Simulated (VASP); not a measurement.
# Tc (P6_3/mmc) in VASP: further runs, part 2 of 2

VASP 6.6.1. The steps go on from the part before.

### Step 3. Single point, PBEsol

This run uses another cell than the first one, of 13.26 Å³/atom, 1.023 times its volume.

INCAR reads:

```
SYSTEM = Tc
PREC = Accurate
ENCUT = 520
EDIFF = 1E-6
ISMEAR = -1
SIGMA = 0.05
LREAL = .FALSE.
LASPH = .TRUE.
NELM = 80
ALGO = Fast
ISIF = 2
LWAVE = .FALSE.
LCHARG = .FALSE.
GGA = PS
NBANDS = 20
```

KPOINTS reads:

```
regular mesh
0
G
  11 11 6
  0 0 0
```

POSCAR reads:

```
Tc
1.0
    2.6724458957      0.0000000000      0.0000000000
   -1.3362229478      2.3144060359      0.0000000000
    0.0000000000      0.0000000000      4.2877299805
Tc
2
Direct
    0.6666666667      0.3333333333      0.7500000000
    0.3333333333      0.6666666667      0.2500000000
```

Potentials or basis: VASP PAW PBE potentials, release 64 (Tc_pv).

On the command line:

```sh
cat potpaw_PBE.64/Tc_pv/POTCAR > POTCAR
mpirun -np 1 vasp_std > vasp.out
```

OUTCAR:

```text
SYSTEM = Tc
   PREC = Accurate
   ENCUT = 520
   EDIFF = 1E-6
   ISMEAR = -1
   LREAL = .FALSE.
   LASPH = .TRUE.
   NELM = 80
   ISIF = 2
   GGA = PS

 ion  position               nearest neighbor table
   1  0.667  0.333  0.750-   2 2.64   2 2.64   2 2.64   2 2.64   2 2.64   2 2.64
   2  0.333  0.667  0.250-   1 2.64   1 2.64   1 2.64   1 2.64   1 2.64   1 2.64

  LATTYP: Found a hexagonal cell.
 ALAT       =     2.6724458957
 C/A-ratio  =     1.6044216227

  Lattice vectors:

 A1 = (   2.6724458957,   0.0000000000,   0.0000000000)
 A2 = (  -1.3362229478,   2.3144060359,   0.0000000000)
 A3 = (   0.0000000000,   0.0000000000,   4.2877299805)

Analysis of symmetry for initial positions (statically):
=====================================================================
 Subroutine PRICEL returns:
 Original cell was already a primitive cell.

 Routine SETGRP: Setting up the symmetry group for a
 hexagonal supercell.

 Subroutine GETGRP returns: Found 24 space group operations
 (whereof 12 operations were pure point group operations)
 out of a pool of 24 trial point group operations.

The static configuration has the point symmetry D_3d.
 The point group associated with its full space group is D_6h.

Analysis of symmetry for dynamics (positions and initial velocities):
=====================================================================
 Subroutine PRICEL returns:
 Original cell was already a primitive cell.

 Routine SETGRP: Setting up the symmetry group for a
 hexagonal supercell.

 Subroutine GETGRP returns: Found 24 space group operations
 (whereof 12 operations were pure point group operations)
 out of a pool of 24 trial point group operations.

The dynamic configuration has the point symmetry D_3d.
 The point group associated with its full space group is D_6h.

 Subroutine INISYM returns: Found 24 space group operations
 (whereof 12 operations are pure point group operations),
 and found     1 'primitive' translations

----------------------------------------------------------------------------------------

                                     Primitive cell

  volume of cell :      26.5201

  direct lattice vectors                    reciprocal lattice vectors
     2.672445896  0.000000000  0.000000000     0.374189053  0.216038151  0.000000000
    -1.336222948  2.314406036  0.000000000     0.000000000  0.432076301  0.000000000
     0.000000000  0.000000000  4.287729980     0.000000000  0.000000000  0.233223642

  length of vectors
     2.672445896  2.672445896  4.287729980     0.432076301  0.432076301  0.233223642

  position of ions in fractional coordinates (direct lattice)
     0.666666667  0.333333333  0.750000000
     0.333333333  0.666666667  0.250000000

  ion indices of the primitive-cell ions
   primitive index   ion index
                 1           1
                 2           2

----------------------------------------------------------------------------------------

 KPOINTS: regular mesh

Automatic generation of k-mesh.
 Grid dimensions read from file:
 generate k-points for:   11   11    6

 Generating k-lattice:

  Cartesian coordinates                     Fractional coordinates (reciprocal lattice)
     0.034017187  0.019639832  0.000000000     0.090909091  0.000000000  0.000000000
     0.000000000  0.039279664  0.000000000     0.000000000  0.090909091  0.000000000
     0.000000000  0.000000000  0.038870607     0.000000000  0.000000000  0.166666667

  Length of vectors
     0.039279664  0.039279664  0.038870607

  Shift w.r.t. Gamma in fractional coordinates (k-lattice)
     0.000000000  0.000000000  0.000000000

 Subroutine IBZKPT returns following result:
 ===========================================

 Found     64 irreducible k-points:

 Following reciprocal coordinates:
            Coordinates               Weight
  0.000000  0.000000  0.000000      1.000000
  0.090909 -0.000000  0.000000      6.000000
  0.181818  0.000000  0.000000      6.000000
  0.272727 -0.000000  0.000000      6.000000
  0.363636  0.000000  0.000000      6.000000
  0.454545 -0.000000  0.000000      6.000000
[... 16 lines left out ...]
  0.090909  0.090909  0.166667     12.000000
  0.181818  0.090909  0.166667     24.000000
 [... further k-points ...]
   k-points           NKPTS =     64   k-points in BZ     NKDIM =     64   number of bands    NBANDS=     20
   number of dos      NEDOS =    301   number of ions     NIONS =      2
   total plane-waves  NPLWV =  12800
   dimension x,y,z NGX =    20 NGY =   20 NGZ =   32
   dimension x,y,z NGXF=    40 NGYF=   40 NGZF=   64
   ions per type =               2
   NGX,Y,Z   is equivalent  to a cutoff of  12.44, 12.44, 12.41 a.u.
   NGXF,Y,Z  is equivalent  to a cutoff of  24.88, 24.88, 24.81 a.u.
 SYSTEM =  Tc
   PREC   = accura    normal or accurate (medium, high low for compatibility)
   ISTART =      0    job   : 0-new  1-cont  2-samecut
   ICHARG =      2    charge: 1-file 2-atom 10-const
   ISPIN  =      1    spin polarized calculation?
   LNONCOLLINEAR =      F non collinear calculations
   LSORBIT =      F    spin-orbit coupling
   LASPH  =      T    aspherical Exc in radial PAW
   ENCUT  =  520.0 eV  38.22 Ry    6.18 a.u.   4.97  4.97  7.97*2*pi/ulx,y,z
   NELM   =     80;   NELMIN=  2; NELMDL= -5     # of ELM steps
   EDIFF  = 0.1E-05   stopping-criterion for ELM
   LREAL  =      F    real-space projection
   EDIFFG = 0.1E-04   stopping-criterion for IOM
   NSW    =      0    number of steps for IOM
   IBRION =     -1    ionic relax: 0-MD 1-quasi-New 2-CG
   NFREE  =      0    steps in history (QN), initial steepest desc. (CG)
   ISIF   =      2    stress and relaxation
   ISYM   =      2    0-nonsym 1-usesym 2-fastsym
   POTIM  = 0.5000    time-step for ionic-motion
   TEBEG  =    0.0;   TEEND  =   0.0 temperature during run
   PSTRESS=    0.0 pullay stress
   NELECT =      26.0000    total number of electrons
   NUPDOWN=      -1.0000    fix difference up-down
   EMIN   =  10.00;   EMAX   =-10.00  energy-range for DOS
   EFERMI =   0.00;   METHOD = LEGACY
   ISMEAR =    -1;   SIGMA  =   0.05  broadening in eV -4-tet -1-fermi 0-gaus
   EFERMI_NEDOS =   21; number of points for ismear=-14 and -15
   IALGO  =     68    algorithm
   IMIX   =      4    mixing-type and parameters
     AMIX     =   0.40;   BMIX     =  1.00
     AMIX_MAG =   1.60;   BMIX_MAG =  1.00
  volume/ion in A,a.u.               =      13.26        89.48
  Fermi-wavevector in a.u.,A,eV,Ry     =   1.626325  3.073308 35.986494  2.644933
  Thomas-Fermi vector in A             =   2.719303
   LORBIT       =      0    0 simple, 1 ext, 2 COOP (PROOUT), +10 PAW based schemes
   GGA     = PS    functional components
   LHFCALC =     F    Hartree Fock is set to
   AEXX    =    0.0000 exact exchange contribution
   IVDW    =     0    specifies the selected vdW correction
   LEPSILON=     F    determine dielectric tensor
   LRPA    =     F    only Hartree local field effects (RPA)
 non-spin polarized calculation
 RMM-DIIS sequential band-by-band and
  energy-cutoff  :      520.00
  volume of cell :       26.52
 maximum number of plane-waves:       732
 NGX is ok and might be reduce to    20
   NGX =  9   NGY =  9   NGZ = 15

 number of electron      26.0000007 magnetization

 Free energy of the ion-electron system (eV)
  ---------------------------------------------------
  ext. energy  EPLUGINS =         0.00000000
  ---------------------------------------------------
  free energy    TOTEN  =       -22.45828431 eV

  energy without entropy =      -22.44231019  energy(sigma->0) =      -22.45029725

 E-fermi :  13.8485     XC(G=0): -14.3945

 val. band max:       13.8318818577   @ k =   0.3636   0.2727   0.5000
 cond. band min:      13.8858272695   @ k =   0.1818   0.0909   0.3333
 fundamental gap:      0.0539454117
 Fermi energy:        13.8484571992

 k-point     1 :       0.0000    0.0000    0.0000
  band No.  band energies     occupation
      1     -25.7608      2.00000
      2     -24.3396      2.00000
      3     -24.3396      2.00000
      4     -24.1047      2.00000
      5     -24.1047      2.00000
      6     -24.0536      2.00000
[... 12 lines left out ...]
     19      25.9405      0.00000
     20      28.1737      0.00000

 k-point     2 :       0.0909   -0.0000    0.0000
  band No.  band energies     occupation
      1     -25.7180      2.00000
      2     -24.4383      2.00000
      3     -24.3714      2.00000
      4     -24.2065      2.00000
      5     -24.1180      2.00000
      6     -24.0716      2.00000
[... 498 lines left out ...]
 k-point    24 :       0.1818    0.0909    0.1667
  band No.  band energies     occupation
      1     -25.4458      2.00000
      2     -24.8362      2.00000
      3     -24.7617      2.00000
      4     -24.4931      2.00000
      5     -24.2520      2.00000
      6     -24.1996      2.00000
[... 12 lines left out ...]
     19      26.8688      0.00000
     20      30.2575      0.00000

 [... further k-points ...]
[... 5 lines left out ...]
  --------------------------------------------------------------------------------------
  -------------------------------------------------------------------------------------
  Total        3.1928539      3.1928539      3.1971189      0.0000000      0.0000000     -0.0000000
  in kB      192.8917817    192.8917817    193.1494475      0.0000000      0.0000000     -0.0000000
  external PRESSURE =     192.9776703 kB  Pullay stress =       0.0000000 kB

 VOLUME and BASIS-vectors are now :
 -----------------------------------------------------------------------------
  energy-cutoff  :      520.00
  volume of cell :       26.52
      direct lattice vectors                 reciprocal lattice vectors
     2.672445896  0.000000000  0.000000000     0.374189053  0.216038151  0.000000000
    -1.336222948  2.314406036  0.000000000     0.000000000  0.432076301  0.000000000
     0.000000000  0.000000000  4.287729980     0.000000000  0.000000000  0.233223642

 POSITION                                       TOTAL-FORCE (eV/Angst)
 -----------------------------------------------------------------------------------
      1.33622      0.77147      3.21580        -0.000000     -0.000000      0.000000
     -0.00000      1.54294      1.07193         0.000000      0.000000      0.000000
 -----------------------------------------------------------------------------------
    total drift:                               -0.000000      0.000000     -0.000000

  FREE ENERGIE OF THE ION-ELECTRON SYSTEM (eV)
  ---------------------------------------------------
  free  energy   TOTEN  =       -22.4582843064 eV

  energy  without entropy=      -22.4423101914  energy(sigma->0) =      -22.45029725
```

It took 25 s on 1 thread of Intel Xeon 6975P-C, shared host; peak memory 0.15 GiB.

Results:

```
Free energy            : -22.4583 eV
Pressure               : 19.3 GPa
Band gap on the k mesh : zero (band 13 reaches 15.44 eV, above the bottom of band 14 at 11.95 eV)
```

Levels at points of the mesh, in eV from the Fermi level:
```csv
k point,band 9,band 10,band 11,band 12,band 13,band 14,band 15,band 16,band 17,band 18
"(0.00, 0.00, 0.00)",-1.75,-1.75,-1.67,-0.94,-0.94,-0.14,-0.14,1.89,2.83,2.83
"(0.00, 0.00, 0.50)",-2.03,-2.03,-1.89,-1.89,-1.89,-1.89,2.10,2.10,2.10,2.10
```

Caveat: the PAW data sets were made with another functional, which shifts forces and pressure a little.

### Step 4. Single point, PBEsol

This run uses another cell than the first one, of 13.60 Å³/atom, 1.050 times its volume.

INCAR reads:

```
SYSTEM = Tc
ALGO = Normal ; EDIFF = 1E-7
ENCUT = 520 ; GGA = PS
ISIF = 2 ; ISMEAR = -1
LASPH = .True. ; LCHARG = .True.
LELF = .True. ; LREAL = .False.
LVHAR = .True. ; LWAVE = .False.
NBANDS = 20 ; NELM = 100
PREC = Accurate ; SIGMA = 0.05
```

KPOINTS reads:

```
k-points
0
Gamma
  11 11 6
  0 0 0
```

POSCAR reads:

```
Tc
1.0
    2.6952647005      0.0000000000      0.0000000000
   -1.3476323502      2.3341677005      0.0000000000
    0.0000000000      0.0000000000      4.3248483200
Tc
2
Direct
    0.6666666667      0.3333333333      0.7500000000
    0.3333333333      0.6666666667      0.2500000000
```

On the command line:

```sh
cat potpaw_PBE.64/Tc_pv/POTCAR > POTCAR
mpirun -np 1 vasp_std > vasp.out
```

It took 19 s on 1 thread of Intel Xeon 6975P-C, shared host; peak memory 0.15 GiB.

It converged, with:

* Free energy: -22.5200 eV
* Pressure: 9.3 GPa
* Band gap on the k mesh: zero (band 13 reaches 14.93 eV, above the bottom of band 14 at 11.57 eV)

Levels at points of the mesh, in eV from the Fermi level:
```
           k point  band 11  band 12  band 13  band 14  band 15  band 16
(0.00, 0.00, 0.00)    -1.60    -0.90    -0.90    -0.13    -0.13     1.80
(0.00, 0.00, 0.50)    -1.81    -1.81    -1.81    -1.81     2.03     2.03
```

Caveat: the PAW data sets were made with another functional, which shifts forces and pressure a little.

### Step 5. Single point, PBEsol

This run uses another cell than the first one, of 13.79 Å³/atom, 1.065 times its volume.

INCAR reads:

```
PREC     = Accurate       # precision mode
ENCUT    = 520            # plane-wave cutoff, eV
EDIFF    = 1E-6           # SCF threshold, eV
ISMEAR   = -1             # smearing method
SIGMA    = 0.05           # smearing width, eV
LREAL    = False          # projectors in reciprocal space
LASPH    = True           # aspherical terms in the spheres
NELM     = 80             # most SCF steps
ALGO     = Fast           # electronic algorithm
ISIF     = 2              # what is computed and relaxed
LWAVE    = False          # write WAVECAR
LCHARG   = False          # write CHGCAR
GGA      = PS             # functional
NBANDS   = 20             # bands
```

KPOINTS reads:

```
Automatic mesh
0
Gamma
  11 11 6
```

POSCAR reads:

```
Tc
1.0
    2.7076498493      0.0000000000      0.0000000000
   -1.3538249246      2.3448935540      0.0000000000
    0.0000000000      0.0000000000      4.3451668860
Tc
2
Direct
    0.6666666667      0.3333333333      0.7500000000
    0.3333333333      0.6666666667      0.2500000000
```

Potentials or basis: VASP PAW PBE potentials, release 64 (Tc_pv).

On the command line:

```sh
cat potpaw_PBE.64/Tc_pv/POTCAR > POTCAR
mpirun -np 1 vasp_std > vasp.out
```

OUTCAR:

```text
PREC = Accurate
   ENCUT = 520
   EDIFF = 1E-6
   ISMEAR = -1
   LREAL = False
   LASPH = True
   NELM = 80
   ISIF = 2
   GGA = PS

 ion  position               nearest neighbor table
   1  0.667  0.333  0.750-   2 2.68   2 2.68   2 2.68   2 2.68   2 2.68   2 2.68
   2  0.333  0.667  0.250-   1 2.68   1 2.68   1 2.68   1 2.68   1 2.68   1 2.68

  LATTYP: Found a hexagonal cell.
 ALAT       =     2.7076498493
 C/A-ratio  =     1.6047742979

  Lattice vectors:

[... 739 lines left out ...]
 [... further k-points ...]

------------------------ aborting loop because EDIFF is reached ----------------------------------------

  FORCE on cell =-STRESS in cart. coord.  units (eV):
  Direction    XX          YY          ZZ          XY          YZ          ZX
  --------------------------------------------------------------------------------------
  -------------------------------------------------------------------------------------
  Total        0.7452520      0.7452520      0.7449935      0.0000000      0.0000000     -0.0000000
  in kB       43.2804385     43.2804385     43.2654222      0.0000000      0.0000000     -0.0000000
  external PRESSURE =      43.2754331 kB  Pullay stress =       0.0000000 kB

 VOLUME and BASIS-vectors are now :
 -----------------------------------------------------------------------------
  energy-cutoff  :      520.00
  volume of cell :       27.59
      direct lattice vectors                 reciprocal lattice vectors
     2.707649849  0.000000000  0.000000000     0.369323973  0.213229295  0.000000000
    -1.353824925  2.344893554  0.000000000     0.000000000  0.426458591  0.000000000
     0.000000000  0.000000000  4.345166886     0.000000000  0.000000000  0.230140758

 POSITION                                       TOTAL-FORCE (eV/Angst)
 -----------------------------------------------------------------------------------
      1.35382      0.78163      3.25888        -0.000000      0.000000      0.000000
     -0.00000      1.56326      1.08629         0.000000     -0.000000      0.000000
 -----------------------------------------------------------------------------------
    total drift:                                0.000000     -0.000000      0.000000

  FREE ENERGIE OF THE ION-ELECTRON SYSTEM (eV)
  ---------------------------------------------------
  free  energy   TOTEN  =       -22.5365359959 eV

  energy  without entropy=      -22.5202014463  energy(sigma->0) =      -22.52836872
```

OSZICAR:

```text
N       E                     dE             d eps       ncg     rms          rms(c)
DAV:   1     0.311410788177E+03    0.31141E+03   -0.16442E+04  2568   0.138E+03
DAV:   2    -0.164694289281E+02   -0.32788E+03   -0.32077E+03  2700   0.413E+02
DAV:   3    -0.241254958941E+02   -0.76561E+01   -0.76159E+01  2904   0.741E+01
DAV:   4    -0.241713224412E+02   -0.45827E-01   -0.45822E-01  2832   0.625E+00
DAV:   5    -0.241717654842E+02   -0.44304E-03   -0.44304E-03  2912   0.596E-01    0.268E+01
RMM:   6    -0.227254581135E+02    0.14463E+01   -0.24444E+00  2615   0.128E+01    0.901E+00
RMM:   7    -0.225462887194E+02    0.17917E+00   -0.71097E-01  2729   0.668E+00    0.715E-01
RMM:   8    -0.225369822926E+02    0.93064E-02   -0.49617E-02  2768   0.208E+00    0.616E-01
RMM:   9    -0.225364600353E+02    0.52226E-03   -0.59203E-03  2886   0.781E-01    0.547E-02
RMM:  10    -0.225365585759E+02   -0.98541E-04   -0.10245E-03  2969   0.334E-01    0.381E-02
RMM:  11    -0.225365327424E+02    0.25834E-04   -0.11278E-04  2874   0.117E-01    0.634E-03
RMM:  12    -0.225365360967E+02   -0.33543E-05   -0.23247E-05  2918   0.530E-02    0.118E-02
RMM:  13    -0.225365359959E+02    0.10076E-06   -0.59461E-06  2408   0.257E-02
   1 F= -.22536536E+02 E0= -.22528369E+02  d E =-.163345E-01
```

It took 24 s on 1 thread of Intel Xeon 6975P-C, shared host; peak memory 0.15 GiB.

What came out:

- Free energy: -22.5365 eV
- Pressure: 4.3 GPa
- Band gap on the k mesh: zero (band 13 reaches 14.65 eV, above the bottom of band 14 at 11.36 eV)

Levels at points of the mesh, in eV from the Fermi level:
```csv
k point,band 10,band 11,band 12,band 13,band 14,band 15,band 16,band 17
"(0.00, 0.00, 0.00)",-1.64,-1.57,-0.88,-0.88,-0.12,-0.12,1.76,2.69
"(0.00, 0.00, 0.50)",-1.96,-1.77,-1.77,-1.77,-1.77,1.99,1.99,1.99
```

Caveat: the PAW data sets were made with another functional, which shifts forces and pressure a little.

### Step 6. Single point, PBEsol

This run uses another cell than the first one, of 14.00 Å³/atom, 1.081 times its volume.

INCAR reads:

```
SYSTEM = Tc
PREC = Accurate ; ENCUT = 520
EDIFF = 1E-6 ; ISMEAR = -1
SIGMA = 0.05 ; LREAL = .False.
LASPH = .True. ; NELM = 100
ALGO = Normal ; ISIF = 2
LWAVE = .False. ; LCHARG = .False.
GGA = PS ; NBANDS = 20
```

KPOINTS reads:

```
regular mesh
0
Gamma
  11 11 6
  0 0 0
```

POSCAR reads:

```
Tc
1.0
    2.7210935471      0.0000000000      0.0000000000
   -1.3605467735      2.3565361378      0.0000000000
    0.0000000000      0.0000000000      4.3667308415
Tc
2
Direct
    0.6666666667      0.3333333333      0.7500000000
    0.3333333333      0.6666666667      0.2500000000
```

Potentials or basis: VASP PAW PBE potentials, release 64 (Tc_pv).

On the command line:

```sh
cat potpaw_PBE.64/Tc_pv/POTCAR > POTCAR
mpirun -np 1 vasp_std > vasp.out
```

It took 16 s on 1 thread of Intel Xeon 6975P-C, shared host; peak memory 0.15 GiB.

The run converged. Its results:

```yaml
Free_energy: -22.5416 eV
Pressure: -0.7 GPa
Band_gap_on_the_k_mesh: zero (band 13 reaches 14.36 eV, above the bottom of band 14 at 11.14 eV)
```

Levels at points of the mesh, in eV from the Fermi level:
```
           k point  band 10  band 11  band 12  band 13  band 14  band 15  band 16  band 17
(0.00, 0.00, 0.00)    -1.60    -1.53    -0.85    -0.85    -0.11    -0.11     1.71     2.64
(0.00, 0.00, 0.50)    -1.93    -1.73    -1.73    -1.73    -1.73     1.95     1.95     1.95
```

Caveat: the PAW data sets were made with another functional, which shifts forces and pressure a little.

### Step 7. Summary

```csv
cell,gap on the mesh (eV),pressure (GPa)
"a = 2.652, b = 2.652, c = 4.254 Å, angles 90.0, 90.0, 120.0°, 2 atoms",none,29.2
"a = 2.672, b = 2.672, c = 4.288 Å, angles 90.0, 90.0, 120.0°, 2 atoms",none,19.3
"a = 2.695, b = 2.695, c = 4.325 Å, angles 90.0, 90.0, 120.0°, 2 atoms",none,9.3
"a = 2.708, b = 2.708, c = 4.345 Å, angles 90.0, 90.0, 120.0°, 2 atoms",none,4.3
"a = 2.721, b = 2.721, c = 4.367 Å, angles 90.0, 90.0, 120.0°, 2 atoms",none,-0.7
```

Alike in all rows: task single point; level PBEsol; potentials or basis VASP PAW PBE potentials, release 64 (Tc_pv); no spin polarisation; k mesh 11 × 11 × 6; cutoff (eV) 520; smearing fermi-dirac 0.05 eV.

Caveats: the PAW data sets were made with another functional, which shifts forces and pressure a little.

Total energies depend on the potentials used, so only differences within one code and one set of settings carry meaning.
